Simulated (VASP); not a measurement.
Set up this calculation in VASP 6.6.1, as the native input.

- Task: single point
- Functional: LDA
- Potentials or basis: VASP PAW LDA potentials, release 64 (Ta_pv, F)
- Cutoff: 520 eV
- k mesh: 6 × 6 × 1
- Occupations: gaussian, width 0.1 eV
- Spin: collinear spin, ferromagnetic start
- Starting moments: [0.0, 0.0, 0.0, 0.0, 0.0, 0.0, 1.0] μB
- Dipole correction: yes
- Further INCAR settings: ALGO = Normal; EDIFF = 1e-06; NBANDS = 50

The structure of Ta6F lies in POSCAR:

```
Ta6F
1.0
    4.6002247516      0.0000000000      0.0000000000
   -2.3001123758      3.9839114980      0.0000000000
    0.0000000000      0.0000000000     21.4017722141
Ta F
6 1
Direct
    0.6666666667      0.3333333333      0.1869004099
    0.3333333333      0.6666666667      0.2307760729
    0.0000000000      0.0000000000      0.2746517360
    0.6666666667      0.3333333333      0.3157775353
    0.3333333333      0.6666666667      0.3543568624
    0.0000000000      0.0000000000      0.3925736677
    0.3333333333     -0.3333333333      0.5061156668
```

One way to write it, as run:

INCAR

```
PREC = Accurate
ENCUT = 520
EDIFF = 1E-6
ISMEAR = 0
SIGMA = 0.1
LREAL = False
LASPH = True
NELM = 150
ALGO = Normal
ISIF = 2
LWAVE = False
LCHARG = False
ISPIN = 2
MAGMOM = 0 0 0 0 0 0 1
LORBIT = 11
LMAXMIX = 4
LDIPOL = True
IDIPOL = 3
DIPOL = 0.5 0.5 0.323
GGA = CA
NBANDS = 50
```

KPOINTS

```
regular mesh
0
Gamma
  6 6 1
```

Potentials or basis: VASP PAW LDA potentials, release 64 (Ta_pv, F).

The run is started by

```console
$ cat potpaw_LDA.64/Ta_pv/POTCAR potpaw_LDA.64/F/POTCAR > POTCAR
$ mpirun -np 1 vasp_std > vasp.out
```

Results of the run:

- Largest force: 2.486 eV/Å
- Net moment: 0.00 μB per cell
- Valence electrons inside the program's atomic spheres: Ta 8.83, 9.07, 9.02, 9.08, 8.88; F 5.88

It took 19 min on 1 thread of AMD EPYC 7R13 Processor (Zen 3), with other jobs on the host, peak memory 0.51 GiB.
